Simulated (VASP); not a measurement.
Set up this calculation in VASP 6.6.1, as the native input.

* Task: single point
* Functional: PBE
* Potentials or basis: VASP PAW PBE potentials, release 64 (Sn_d, Ge_d, P)
* Cutoff: 520 eV
* k mesh: 3 × 3 × 4
* Occupations: gaussian, width 0.2 eV
* Spin: no spin polarisation
* Dipole correction: no
* Further INCAR settings: ALGO = Fast; EDIFF = 1e-06; NBANDS = 39

The structure of SnGeP6 lies in POSCAR:

```
SnGeP6
1.0
    7.8040224316      0.0000000000      0.0000000000
   -3.9020112158      6.7584816775      0.0000000000
    0.0000000000      0.0000000000      5.5109580294
Sn Ge P
1 1 6
Direct
    0.0000000000      0.0000000000      0.0000000000
    0.0000000000      0.0000000000      0.5000000000
    0.6269403619      0.0000000000      0.0000000000
    0.0000000000      0.6269403619      0.0000000000
    0.3730596381      0.3730596381      0.0000000000
    0.3730596381      0.0000000000      0.0000000000
    0.0000000000      0.3730596381      0.0000000000
    0.6269403619      0.6269403619      0.0000000000
```

The cell was generated, and may not be a known phase.

One way to write it, as run:

INCAR

```
SYSTEM = SnGeP6
PREC = Accurate ; ENCUT = 520
EDIFF = 1E-6 ; ISMEAR = 0
SIGMA = 0.2 ; LREAL = .FALSE.
LASPH = .TRUE. ; NELM = 100
ALGO = Fast ; ISIF = 2
LWAVE = .FALSE. ; LCHARG = .FALSE.
GGA = PE ; NBANDS = 39
```

KPOINTS

```
Automatic mesh
0
G
  3 3 4
  0 0 0
```

Potentials or basis: VASP PAW PBE potentials, release 64 (Sn_d, Ge_d, P).

The run is started by

```console
$ cat potpaw_PBE.64/Sn_d/POTCAR potpaw_PBE.64/Ge_d/POTCAR potpaw_PBE.64/P/POTCAR > POTCAR
$ mpirun -np 1 vasp_std > vasp.out
```

Results of the run:

```json
{"Pressure": "0.1 GPa", "Largest force": "0.085 eV/Å", "Band gap on the k mesh": "zero (bands 29 and 30 overlap by 0.72 eV)"}
```

Caveat: spin-orbit coupling is left out, which moves the levels of the heavy elements.

Run time: 2.2 min on 1 thread of AMD EPYC 9755 128-Core Processor (shared host), peak memory 0.39 GiB.
